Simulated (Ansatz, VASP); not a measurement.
# TePb in VASP and in Ansatz

```
Pb Te
1.0
     3.92529    0.00000    0.00000
     0.00000    4.00539    0.00000
     0.00000    0.00000    4.00539
Pb Te
1 1
Direct
  0.00000 0.00000 0.00000
  0.50000 0.50000 0.50000
```

Change from the starting cell: strain e1 = -0.02, atoms carried along.

Alike in both runs: task single point; functional PBE; k mesh 8 × 8 × 8; occupations gaussian, width 0.05 eV; no spin polarisation.

```csv
,VASP,Ansatz
version,VASP 6.6.1,Ansatz 0.2.0
potentials or method,"VASP PAW PBE potentials, release 64 (Pb_d, Te), cutoff 520 eV","scalar-relativistic, plane waves, PAW"
valence electrons in the cell,20,30
```

|  | VASP | Ansatz | Ansatz less VASP |
| --- | --- | --- | --- |
| gap on the k mesh at the Fermi level (eV) | none | none | - |
| pressure (GPa) | 0.7 | 0.7 | +0.06 |
| traceless stress, the component that is largest in VASP (GPa) | 0.14 | 0.14 | +0.002 |

A gap of «none» marks a metal or a gap that the smearing closes. The functional is the same, so the differences come from potentials, cutoffs and numerics. VASP's potentials hold 20 valence electrons a cell and Ansatz's 30, so a difference there can come from the potentials and not from the codes.

Neither program's run includes spin-orbit coupling.
